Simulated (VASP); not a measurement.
Input of a VASP 6.6.1 run:

Contents of INCAR:

```
SYSTEM = LiRu2Au3O6
ALGO = Normal ; EDIFF = 1E-7
ENCUT = 520 ; GGA = PE
ISIF = 2 ; ISMEAR = -1
LASPH = .TRUE. ; LCHARG = .FALSE.
LREAL = .FALSE. ; LWAVE = .FALSE.
NBANDS = 62 ; NELM = 60
PREC = Accurate ; SIGMA = 0.1
```

File KPOINTS:

```
k-points
0
G
  4 4 3
  0 0 0
```

POSCAR

```
LiRu2Au3O6
1.0
    2.6244090000      4.5422680000      0.0000000000
    2.6244090000     -4.5422680000      0.0000000000
    1.7866650000      0.0000000000     -6.2042730000
Ru Li O Au
2 1 6 3
Direct
    0.3330687341      0.6669312659      0.0000000000
    0.6669312659      0.3330687341      0.0000000000
    0.0000000000      0.0000000000      0.0000000000
    0.4140707444      0.4140707444      0.8307131066
    0.5859292556      0.5859292556      0.1692868934
    0.7046872344      0.0564274647      0.8310332056
    0.9435725353      0.2953127656      0.1689667944
    0.2953127656      0.9435725353      0.1689667944
    0.0564274647      0.7046872344      0.8310332056
    0.8296395304      0.1703604696      0.5000000000
    0.1703604696      0.8296395304      0.5000000000
    0.5000000000      0.5000000000      0.5000000000
```

Potentials or basis: VASP PAW PBE potentials, release 64 (Ru_pv, Li_sv, O, Au).

The run is started by

```bash
$ cat potpaw_PBE.64/Ru_pv/POTCAR potpaw_PBE.64/Li_sv/POTCAR potpaw_PBE.64/O/POTCAR potpaw_PBE.64/Au/POTCAR > POTCAR
$ mpirun -np 1 vasp_std > vasp.out
```

Task: Estimate the band gap on the k mesh.

Result: Zero (bands 50 and 51 overlap by 0.11 eV).

Task: Estimate the largest force.

Result: 0.022 eV/Å.

Forces in eV/Å, atoms in the order of the input:
```
Ru   0.000 -0.006  0.000
Ru   0.000  0.006  0.000
Li   0.000  0.000  0.000
O   -0.014  0.000  0.017
O    0.014  0.000 -0.017
O    0.007  0.011  0.011
O   -0.007  0.011 -0.011
O   -0.007 -0.011 -0.011
O    0.007 -0.011  0.011
Au   0.000  0.006  0.000
Au   0.000 -0.006  0.000
Au   0.000  0.000  0.000
```

Caveat: spin-orbit coupling is left out, which moves the levels of the heavy elements.
